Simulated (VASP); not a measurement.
# CaCu3C2 (I4/mmm) in VASP: a series of runs

CaCu3C2 is run at these levels: PBE; tasks: single point, relaxation of cell and atoms.

All numbers are computed with VASP 6.6.1; they aren't measurements. Logs are shortened: lines on timing, memory, paths and dates and some standing lists are left out, and cuts for length are marked.

## 1. The cell of the first run

The structure is tetragonal, space group I4/mmm (No. 139). The conventional cell has a = 5.511 Å, b = 5.511 Å, c = 6.140 Å, α = 90.00°, β = 90.00°, γ = 90.00°. Within 3.6 Å of Ca (site symmetry 4/mmm) lie 6 Cu at 2.76 to 3.07 Å and 8 C at 3.15 Å. Within 2.0 Å of Cu (site symmetry mmm) lie 2 C at 1.54 Å. Cu (site symmetry 4/mmm) has 4 Cu at 2.76 Å and 2 Ca at 3.07 Å and 8 C at 3.15 Å within 3.6 Å. Within 2.0 Å of C (site symmetry -4m2) lie 2 Cu at 1.54 Å.

The cell was generated, and may not be a known phase.

## 2. Single point, PBE

File INCAR:

```
  ALGO = Normal
  EDIFF = 1E-6
  ENCUT = 520
  GGA = PE
  ISIF = 2
  ISMEAR = 0
  LASPH = T
  LCHARG = T
  LELF = T
  LREAL = F
  LVHAR = T
  LWAVE = F
  NBANDS = 34
  NELM = 80
  PREC = Accurate
  SIGMA = 0.1
```

File KPOINTS:

```
k-points
0
Gamma
  4 4 4
```

File POSCAR:

```
CaCu3C2
1.0
   -2.7554729400      2.7554729400      3.0702257700
    2.7554729400     -2.7554729400      3.0702257700
    2.7554729400      2.7554729400     -3.0702257700
Ca Cu C
1 3 2
Direct
    0.0000000000      0.0000000000      0.0000000000
    0.5000000000      0.0000000000      0.5000000000
    0.0000000000      0.5000000000      0.5000000000
    0.5000000000      0.5000000000      0.0000000000
    0.7500000000      0.2500000000      0.5000000000
    0.2500000000      0.7500000000      0.5000000000
```

Potentials or basis: VASP PAW PBE potentials, release 64 (Ca_sv, Cu, C).

The run is started by

```
> cat potpaw_PBE.64/Ca_sv/POTCAR potpaw_PBE.64/Cu/POTCAR potpaw_PBE.64/C/POTCAR > POTCAR
> mpirun -np 1 vasp_std > vasp.out
```

OUTCAR:

```text
EDIFF = 1E-6
   ENCUT = 520
   GGA = PE
   ISIF = 2
   ISMEAR = 0
   LASPH = T
   LREAL = F
   NELM = 80
   PREC = Accurate

 ion  position               nearest neighbor table
   1  0.000  0.000  0.000-   2 2.76   3 2.76   3 2.76   2 2.76
   2  0.500  0.000  0.500-   5 1.54   6 1.54   1 2.76   4 2.76   4 2.76   1 2.76
   3  0.000  0.500  0.500-   5 1.54   6 1.54   1 2.76   4 2.76   1 2.76   4 2.76
   4  0.500  0.500  0.000-   2 2.76   3 2.76   2 2.76   3 2.76
   5  0.750  0.250  0.500-   2 1.54   3 1.54
   6  0.250  0.750  0.500-   2 1.54   3 1.54

  LATTYP: Found a body centered tetragonal cell.
 ALAT       =     5.5109458800
 C/A-ratio  =     1.1142282421

  Lattice vectors:

 A1 = (  -2.7554729400,   2.7554729400,   3.0702257700)
 A2 = (   2.7554729400,  -2.7554729400,   3.0702257700)
 A3 = (   2.7554729400,   2.7554729400,  -3.0702257700)

Analysis of symmetry for initial positions (statically):
=====================================================================
 Subroutine PRICEL returns:
 Original cell was already a primitive cell.

 Routine SETGRP: Setting up the symmetry group for a
 body centered tetragonal supercell.

 Subroutine GETGRP returns: Found 16 space group operations
 (whereof 16 operations were pure point group operations)
 out of a pool of 16 trial point group operations.

The static configuration has the point symmetry D_4h.

Analysis of symmetry for dynamics (positions and initial velocities):
=====================================================================
 Subroutine PRICEL returns:
 Original cell was already a primitive cell.

 Routine SETGRP: Setting up the symmetry group for a
 body centered tetragonal supercell.

 Subroutine GETGRP returns: Found 16 space group operations
 (whereof 16 operations were pure point group operations)
 out of a pool of 16 trial point group operations.

The dynamic configuration has the point symmetry D_4h.

 Subroutine INISYM returns: Found 16 space group operations
 (whereof 16 operations are pure point group operations),
 and found     1 'primitive' translations

----------------------------------------------------------------------------------------

                                     Primitive cell

  volume of cell :      93.2444

  direct lattice vectors                    reciprocal lattice vectors
    -2.755472940  2.755472940  3.070225770     0.000000000  0.181457053  0.162854473
     2.755472940 -2.755472940  3.070225770     0.181457053  0.000000000  0.162854473
     2.755472940  2.755472940 -3.070225770     0.181457053  0.181457053  0.000000000

  length of vectors
     4.961002774  4.961002774  4.961002774     0.243820101  0.243820101  0.256619026

  position of ions in fractional coordinates (direct lattice)
     0.000000000  0.000000000  0.000000000
     0.500000000  0.000000000  0.500000000
     0.000000000  0.500000000  0.500000000
     0.500000000  0.500000000  0.000000000
     0.750000000  0.250000000  0.500000000
     0.250000000  0.750000000  0.500000000

  ion indices of the primitive-cell ions
   primitive index   ion index
                 1           1
                 2           2
                 3           3
                 4           4
                 5           5
                 6           6

----------------------------------------------------------------------------------------

 KPOINTS: k-points

Automatic generation of k-mesh.
 Grid dimensions read from file:
 generate k-points for:    4    4    4

 Generating k-lattice:

  Cartesian coordinates                     Fractional coordinates (reciprocal lattice)
     0.000000000  0.045364263  0.040713618     0.250000000  0.000000000  0.000000000
     0.045364263  0.000000000  0.040713618     0.000000000  0.250000000  0.000000000
     0.045364263  0.045364263  0.000000000     0.000000000  0.000000000  0.250000000

  Length of vectors
     0.060955025  0.060955025  0.064154756

  Shift w.r.t. Gamma in fractional coordinates (k-lattice)
     0.000000000  0.000000000  0.000000000

 Subroutine IBZKPT returns following result:
 ===========================================

 Found     13 irreducible k-points:

 Following reciprocal coordinates:
            Coordinates               Weight
  0.000000  0.000000  0.000000      1.000000
  0.250000 -0.000000  0.000000      8.000000
  0.500000 -0.000000  0.000000      4.000000
  0.250000  0.250000  0.000000      8.000000
  0.500000  0.250000  0.000000     16.000000
 -0.250000  0.250000  0.000000      4.000000
  0.500000  0.500000  0.000000      2.000000
  0.250000  0.250000  0.250000      2.000000
 -0.250000  0.250000  0.250000      4.000000
  0.500000  0.500000  0.250000      4.000000
 -0.250000  0.500000  0.250000      8.000000
 -0.250000 -0.250000  0.250000      2.000000
  0.500000  0.500000  0.500000      1.000000
   k-points           NKPTS =     13   k-points in BZ     NKDIM =     13   number of bands    NBANDS=     34
   number of dos      NEDOS =    301   number of ions     NIONS =      6
   total plane-waves  NPLWV =  64000
   dimension x,y,z NGX =    40 NGY =   40 NGZ =   40
   dimension x,y,z NGXF=    80 NGYF=   80 NGZF=   80
   ions per type =               1   3   2
   NGX,Y,Z   is equivalent  to a cutoff of  13.40, 13.40, 13.40 a.u.
   NGXF,Y,Z  is equivalent  to a cutoff of  26.81, 26.81, 26.81 a.u.
 SYSTEM =  unknown system
   PREC   = accura    normal or accurate (medium, high low for compatibility)
   ISTART =      0    job   : 0-new  1-cont  2-samecut
   ICHARG =      2    charge: 1-file 2-atom 10-const
   ISPIN  =      1    spin polarized calculation?
   LNONCOLLINEAR =      F non collinear calculations
   LSORBIT =      F    spin-orbit coupling
   LASPH  =      T    aspherical Exc in radial PAW
   ENCUT  =  520.0 eV  38.22 Ry    6.18 a.u.   9.22  9.22  9.22*2*pi/ulx,y,z
   NELM   =     80;   NELMIN=  2; NELMDL= -5     # of ELM steps
   EDIFF  = 0.1E-05   stopping-criterion for ELM
   LREAL  =      F    real-space projection
   EDIFFG = 0.1E-04   stopping-criterion for IOM
   NSW    =      0    number of steps for IOM
   IBRION =     -1    ionic relax: 0-MD 1-quasi-New 2-CG
   NFREE  =      0    steps in history (QN), initial steepest desc. (CG)
   ISIF   =      2    stress and relaxation
   ISYM   =      2    0-nonsym 1-usesym 2-fastsym
   POTIM  = 0.5000    time-step for ionic-motion
   TEBEG  =    0.0;   TEEND  =   0.0 temperature during run
   PSTRESS=    0.0 pullay stress
   NELECT =      51.0000    total number of electrons
   NUPDOWN=      -1.0000    fix difference up-down
   EMIN   =  10.00;   EMAX   =-10.00  energy-range for DOS
   EFERMI =   0.00;   METHOD = LEGACY
   ISMEAR =     0;   SIGMA  =   0.10  broadening in eV -4-tet -1-fermi 0-gaus
   EFERMI_NEDOS =   21; number of points for ismear=-14 and -15
   IALGO  =     38    algorithm
   IMIX   =      4    mixing-type and parameters
     AMIX     =   0.40;   BMIX     =  1.00
     AMIX_MAG =   1.60;   BMIX_MAG =  1.00
  volume/ion in A,a.u.               =      15.54       104.87
  Fermi-wavevector in a.u.,A,eV,Ry     =   1.338826  2.530014 24.387819  1.792454
  Thomas-Fermi vector in A             =   2.467266
   LORBIT       =      0    0 simple, 1 ext, 2 COOP (PROOUT), +10 PAW based schemes
   GGA     = PE    functional components
   LHFCALC =     F    Hartree Fock is set to
   AEXX    =    0.0000 exact exchange contribution
   IVDW    =     0    specifies the selected vdW correction
   LEPSILON=     F    determine dielectric tensor
   LRPA    =     F    only Hartree local field effects (RPA)
 non-spin polarized calculation
 Gauss-broadening in eV      SIGMA  =   0.10
  energy-cutoff  :      520.00
  volume of cell :       93.24
 maximum number of plane-waves:      2531
 NGX is ok and might be reduce to    40
   NGX = 19   NGY = 19   NGZ = 19

 number of electron      51.0000028 magnetization

 Free energy of the ion-electron system (eV)
  ---------------------------------------------------
  ext. energy  EPLUGINS =         0.00000000
  ---------------------------------------------------
  free energy    TOTEN  =       -20.40168005 eV

  energy without entropy =      -20.39462175  energy(sigma->0) =      -20.39815090

 E-fermi :   4.0082     XC(G=0): -10.2091

 val. band max:        3.9692166730   @ k =   0.2500   0.2500   0.2500
 cond. band min:       4.1653119517   @ k =   0.2500  -0.0000   0.0000
 fundamental gap:      0.1960952788
 Fermi energy:         4.0082097286

 k-point     1 :       0.0000    0.0000    0.0000
  band No.  band energies     occupation
      1     -36.9752      2.00000
      2     -18.0558      2.00000
      3     -17.9702      2.00000
      4     -17.9702      2.00000
      5      -8.3893      2.00000
      6      -4.8804      2.00000
[... 26 lines left out ...]
     33       8.4162      0.00000
     34       9.3830      0.00000

 k-point     2 :       0.2500   -0.0000    0.0000
  band No.  band energies     occupation
      1     -36.9749      2.00000
      2     -18.0592      2.00000
      3     -17.9771      2.00000
      4     -17.9719      2.00000
      5      -8.0964      2.00000
      6      -6.1377      2.00000
[... 26 lines left out ...]
     33       8.9192      0.00000
     34       9.3818      0.00000

 k-point     3 :       0.5000   -0.0000    0.0000
  band No.  band energies     occupation
      1     -36.9746      2.00000
      2     -18.0628      2.00000
      3     -17.9837      2.00000
      4     -17.9736      2.00000
      5      -7.3192      2.00000
      6      -7.2897      2.00000
[... 26 lines left out ...]
     33       8.9289      0.00000
     34       9.7231      0.00000
[... 297 lines left out ...]
 k-point    12 :      -0.2500   -0.2500    0.2500
  band No.  band energies     occupation
      1     -36.9748      2.00000
      2     -18.0625      2.00000
      3     -17.9736      2.00000
      4     -17.9736      2.00000
      5      -7.4787      2.00000
      6      -7.1666      2.00000
[... 26 lines left out ...]
     33       9.3634      0.00000
     34       9.6801      0.00000

 k-point    13 :       0.5000    0.5000    0.5000
  band No.  band energies     occupation
      1     -36.9746      2.00000
      2     -18.0657      2.00000
      3     -17.9769      2.00000
      4     -17.9769      2.00000
      5      -8.0527      2.00000
      6      -5.3062      2.00000
[... 26 lines left out ...]
     33       8.9928      0.00000
     34       9.5878      0.00000

------------------------ aborting loop because EDIFF is reached ----------------------------------------

  FORCE on cell =-STRESS in cart. coord.  units (eV):
  Direction    XX          YY          ZZ          XY          YZ          ZX
  --------------------------------------------------------------------------------------
  -------------------------------------------------------------------------------------
  Total       -2.3266009     -2.3266009     67.8538797      0.0000000     -0.0000000      0.0000000
  in kB      -39.9769697    -39.9769697   1165.9036508      0.0000000     -0.0000000      0.0000000
  external PRESSURE =     361.9832371 kB  Pullay stress =       0.0000000 kB

 VOLUME and BASIS-vectors are now :
 -----------------------------------------------------------------------------
  energy-cutoff  :      520.00
  volume of cell :       93.24
      direct lattice vectors                 reciprocal lattice vectors
    -2.755472940  2.755472940  3.070225770     0.000000000  0.181457053  0.162854473
     2.755472940 -2.755472940  3.070225770     0.181457053  0.000000000  0.162854473
     2.755472940  2.755472940 -3.070225770     0.181457053  0.181457053  0.000000000

 POSITION                                       TOTAL-FORCE (eV/Angst)
 -----------------------------------------------------------------------------------
      0.00000      0.00000      0.00000        -0.000000      0.000000      0.000000
      0.00000      2.75547      0.00000        -0.000000      0.000000      0.000000
      2.75547      0.00000      0.00000        -0.000000      0.000000      0.000000
      0.00000      0.00000      3.07023        -0.000000      0.000000      0.000000
      0.00000      2.75547      1.53511         0.000000     -0.000000     -0.000000
      2.75547      0.00000      1.53511        -0.000000      0.000000     -0.000000
 -----------------------------------------------------------------------------------
    total drift:                               -0.000000     -0.000000      0.000000

  FREE ENERGIE OF THE ION-ELECTRON SYSTEM (eV)
  ---------------------------------------------------
  free  energy   TOTEN  =       -20.4016800544 eV

  energy  without entropy=      -20.3946217503  energy(sigma->0) =      -20.39815090
```

Wall time 79 s (1 thread of Oxide Virtual Turin-like, shared host); peak memory 0.23 GiB.

What came out:

| Quantity | Value |
| --- | --- |
| Free energy | -20.4017 eV |
| Pressure | 36.2 GPa |
| Band gap on the k mesh | zero (an odd number of electrons rules out a gap without spin polarisation) |

Stress tensor (GPa, compression positive):
```
 -4.00   0.00   0.00
  0.00  -4.00   0.00
  0.00   0.00 116.59
```

Caveat: the k points lie up to 0.38 Å⁻¹ apart, too coarse for converged energies and pressures of a metal.

[end of part 1 of 2]

The gap in the log of VASP goes by the Fermi energy; the results here count the filled bands.